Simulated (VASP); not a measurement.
A run of VASP 6.6.1 is set up as follows.

The input INCAR:

```
SYSTEM = TaN
PREC = Accurate ; ENCUT = 520
EDIFF = 1E-7 ; ISMEAR = 1
SIGMA = 0.15 ; LREAL = .False.
LASPH = .True. ; NELM = 80
ALGO = Normal ; ISIF = 2
LWAVE = .False. ; LCHARG = .False.
GGA = PS ; NBANDS = 33
```

KPOINTS

```
Automatic mesh
0
Gamma
  5 5 8
  0 0 0
```

File POSCAR:

```
TaN
1.0
    5.3908473765      0.0000000000      0.0000000000
   -2.6954236883      4.6686109099      0.0000000000
    0.0000000000      0.0000000000      3.0199545696
Ta N
3 3
Direct
    0.0000000000      0.0000000000      0.0000000000
    0.3333333333      0.6666666667      0.5000000000
    0.6666666667      0.3333333333      0.5000000000
    0.5000000000      0.0000000000      0.0000000000
    0.5000000000      0.5000000000      0.0000000000
    0.0000000000      0.5000000000      0.0000000000
```

Potentials or basis: VASP PAW PBE potentials, release 64 (Ta_pv, N).

Launch:

```bash
$ cat potpaw_PBE.64/Ta_pv/POTCAR potpaw_PBE.64/N/POTCAR > POTCAR
$ mpirun -np 1 vasp_std > vasp.out
```

Problem. Estimate the pressure.

Solution. -27.6 GPa.

Problem. Predict the band gap on the k mesh.

Solution. Zero (band 24 reaches 7.58 eV, above the bottom of band 25 at 5.80 eV).

Stress tensor (GPa, compression positive):
```
-23.97   0.00   0.00
  0.00 -23.97   0.00
  0.00   0.00 -34.79
```

Caveat: the PAW data sets were made with another functional, which shifts forces and pressure a little; spin-orbit coupling is left out, which moves the levels of the heavy elements.
